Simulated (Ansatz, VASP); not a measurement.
# One calculation of W2Cl, two programs

INCAR

```
  PREC = Accurate
  ENCUT = 600
  EDIFF = 1E-6
  ISMEAR = 0
  SIGMA = 0.1
  LREAL = False
  LASPH = True
  NELM = 60
  ALGO = Normal
  ISIF = 3
  LWAVE = False
  LCHARG = False
  GGA = PE
  IBRION = 2
  NSW = 90
  EDIFFG = -0.04
```

The input KPOINTS:

```
Automatic mesh
0
Gamma
  6 6 2
```

File POSCAR:

```
W2Cl
1.0
    3.1552045700      0.0000000000      0.0000000000
   -1.5776022800      2.7324873100      0.0000000000
    0.0000000000      0.0000000000     13.0555760800
W Cl
4 2
Direct
    0.3333333300      0.6666666700      0.8710007700
    0.6666666700      0.3333333300      0.3710007700
    0.3333333300      0.6666666700      0.6289992300
    0.6666666700      0.3333333300      0.1289992300
    0.6666666700      0.3333333300      0.7500000000
    0.3333333300      0.6666666700      0.2500000000
```

Input for Ansatz:

```yaml
crystal:
  lattice:
    - [3.15520457, 0.0, 0.0]
    - [-1.57760228, 2.73248731, 0.0]
    - [0.0, 0.0, 13.05557608]
  atoms:
    - { symbol: W, position: [0.33333333, 0.66666667, 0.87100077] }
    - { symbol: W, position: [0.66666667, 0.33333333, 0.37100077] }
    - { symbol: W, position: [0.33333333, 0.66666667, 0.62899923] }
    - { symbol: W, position: [0.66666667, 0.33333333, 0.12899923] }
    - { symbol: Cl, position: [0.66666667, 0.33333333, 0.75] }
    - { symbol: Cl, position: [0.33333333, 0.66666667, 0.25] }
basis:
  ecutwfc: 420
kpoints:
  mp_grid: { grid: [6, 6, 2] }
hamiltonian:
  xc: pbe
scf:
  occupations: { method: gaussian, width: 0.1 }
  lower_state_search: "off"
output:
  forces: true
  stress: true
  eigenvalues: true
relax:
  adjacent_minimum: "off"
  f_tol: 0.04
  max_steps: 70
  cell: { stress_tol: 0.4 }
```

Change from the starting cell: species swapped into the WSe2 type (P6_3/mmc, No. 194).

Alike in both runs: task relaxation of cell and atoms; functional PBE; k mesh 6 × 6 × 2; occupations gaussian, width 0.1 eV; no spin polarisation.

|  | VASP | Ansatz |
| --- | --- | --- |
| version | VASP 6.6.1 | Ansatz 0.2.0 |
| potentials or method | VASP PAW PBE potentials, release 64 (W_sv, Cl), cutoff 600 eV | scalar-relativistic, plane waves, PAW |
| valence electrons in the cell | 70 | 70 |

Ansatz gave:

```
gap on the k mesh at the Fermi level, each at its own relaxed structure (eV) : none
relaxed volume (Å³/atom)                                                     : 18.36
relaxed cell length with the largest relative difference (Å)                 : 3.220
```

Q: Estimate VASP's values.

A: gap on the k mesh at the Fermi level, each at its own relaxed structure (eV): none; relaxed volume (Å³/atom): 18.42; relaxed cell length with the largest relative difference (Å): 3.227.

A gap of «none» marks a metal or a gap that the smearing closes.

The k mesh is coarse, so the values compare programs but aren't converged. Neither program's run includes spin-orbit coupling.
